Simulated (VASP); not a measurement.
Set up this calculation in VASP 6.6.1, as the native input.

- Task: single point
- Functional: LDA
- Potentials or basis: VASP PAW LDA potentials, release 64 (Hg)
- Cutoff: 520 eV
- k mesh: 11 × 11 × 11
- Occupations: methfessel-paxton, width 1 eV
- Spin: no spin polarisation
- Dipole correction: no
- Further INCAR settings: ALGO = Normal; EDIFF = 1e-06; NBANDS = 12

The structure of Hg lies in POSCAR:

```
Hg
1.0
    1.7463233735      1.0082402698      2.1478810803
   -1.7463233735      1.0082402698      2.1478810803
    0.0000000000     -2.0164805396      2.1478810803
Hg
1
Direct
    0.0000000000      1.0000000000      0.0000000000
```

The input as run:

INCAR

```
PREC     = Accurate       # precision mode
ENCUT    = 520            # plane-wave cutoff, eV
EDIFF    = 1E-6           # SCF threshold, eV
ISMEAR   = 1              # smearing method
SIGMA    = 1.0            # smearing width, eV
LREAL    = False          # projectors in reciprocal space
LASPH    = True           # aspherical terms in the spheres
NELM     = 100            # most SCF steps
ALGO     = Normal         # electronic algorithm
ISIF     = 2              # what is computed and relaxed
LWAVE    = False          # write WAVECAR
LCHARG   = True           # write CHGCAR
LELF     = True           # ELF
LVHAR    = True         
NBANDS   = 12             # bands
```

KPOINTS

```
regular mesh
0
Gamma
  11 11 11
```

Potentials or basis: VASP PAW LDA potentials, release 64 (Hg).

Run with:

```bash
$ cat potpaw_LDA.64/Hg/POTCAR > POTCAR
$ mpirun -np 1 vasp_std > vasp.out
```

Results of the run:

```yaml
Pressure: 0.6 GPa
Band_gap_on_the_k_mesh: zero (bands 6 and 7 overlap by 2.76 eV)
```

Caveat: so wide a smearing shifts energies and pressures; spin-orbit coupling is left out, which moves the levels of the heavy elements.

It took 27 s on 1 thread of Intel Xeon 8259CL, with other jobs on the host, peak memory 0.16 GiB.
